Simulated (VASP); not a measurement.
The system is SnSe2.

```
CELL_PARAMETERS angstrom
3.81100 0.00000 0.00000
-1.90550 3.30042 0.00000
0.00000 0.00000 6.13600
ATOMIC_POSITIONS crystal
Sn 0.00000 0.00000 0.00000
Se 0.66667 0.33333 0.75100
Se 0.33333 0.66667 0.24900
```

* Program: VASP 6.6.1
* Task: relaxation of cell and atoms
* Functional: r2SCAN
* Potentials or basis: VASP PAW PBE potentials, release 64 (Sn_d, Se)
* Cutoff: 600 eV
* k mesh: 8 × 8 × 5
* Occupations: fermi-dirac, width 0.05 eV
* Spin: no spin polarisation

At the start: pressure 3.7 GPa; volume 25.73 Å³/atom.

Task: Where does the relaxation end?

Result: Over 11 steps the energy falls by 17.6 meV/atom and the volume is 27.86 Å³/atom (+8.3 %); space group P-3m1 (No. 164, to 0.05 Å).

The path:
```tsv
step	energy change (eV)	largest force (eV/Å)	pressure (GPa)	volume (Å³)
1	0.0000	0.5329	3.66	77.18
2	-0.0068	0.5180	-2.86	83.92
3	-0.0450	0.0466	-0.04	80.56
4	-0.0450	0.0359	0.03	80.49
5	-0.0464	0.0564	0.07	80.52
6	-0.0475	0.0991	0.16	80.58
7	-0.0486	0.0933	0.10	80.89
8	-0.0511	0.0760	-0.05	81.83
9	-0.0525	0.0431	-0.28	83.71
10	-0.0506	0.1352	0.67	83.23
11	-0.0528	0.0044	-0.02	83.58
```

Final structure:
```
Sn Se
1.0
     3.84286    0.00000    0.00000
    -1.92143    3.32801    0.00000
     0.00000    0.00000    6.53539
Sn Se
1 2
Direct
  0.00000 0.00000 0.00000
  0.66667 0.33333 0.75917
  0.33333 0.66667 0.24083
```

Caveat: the PAW data sets were made with another functional, which shifts forces and pressure a little.
